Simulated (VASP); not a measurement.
Al:

```
CELL_PARAMETERS angstrom
2.81246 0.00000 0.00000
-1.40623 2.43566 0.00000
0.00000 0.00000 4.86685
ATOMIC_POSITIONS crystal
Al 0.33333 0.66667 0.25000
Al 0.66667 0.33333 0.75000
```

- Program: VASP 6.6.1
- Task: relaxation of cell and atoms
- Functional: PBEsol
- Dispersion: D4
- Potentials or basis: VASP PAW PBE potentials, release 64 (Al)
- Cutoff: 600 eV
- k mesh: 11 × 11 × 6
- Occupations: fermi-dirac, width 0.05 eV
- Spin: no spin polarisation

At the start: pressure -3.1 GPa; volume 16.67 Å³/atom.

Q: Where does the relaxation end?

A: Over 7 steps the energy falls by 17.5 meV/atom and the volume is 15.95 Å³/atom (-4.3 %); space group P6_3/mmc (No. 194, to 0.05 Å).

Step by step:
```tsv
step	energy change (eV)	largest force (eV/Å)	pressure (GPa)	volume (Å³)
1	0.0000	0.0000	-3.09	33.34
2	-0.0279	0.0000	0.36	31.81
3	-0.0290	0.0000	1.44	31.41
4	-0.0321	0.0000	1.06	31.53
5	-0.0334	0.0000	1.15	31.49
6	-0.0349	0.0000	-0.24	32.00
7	-0.0349	0.0000	0.00	31.91
```

Final structure:
```cif
data_structure
_symmetry_space_group_name_H-M 'P 1'
_symmetry_Int_Tables_number 1
_cell_length_a 2.8142
_cell_length_b 2.8142
_cell_length_c 4.6517
_cell_angle_alpha 90.000
_cell_angle_beta 90.000
_cell_angle_gamma 120.000
_cell_volume 31.91
loop_
_atom_site_label
_atom_site_type_symbol
_atom_site_fract_x
_atom_site_fract_y
_atom_site_fract_z
_atom_site_occupancy
Al1 Al 0.33333 0.66667 0.25000 1
Al2 Al 0.66667 0.33333 0.75000 1
```

Caveat: the PAW data sets were made with another functional, which shifts forces and pressure a little; pairwise dispersion overbinds metals, which lowers pressure and volume.
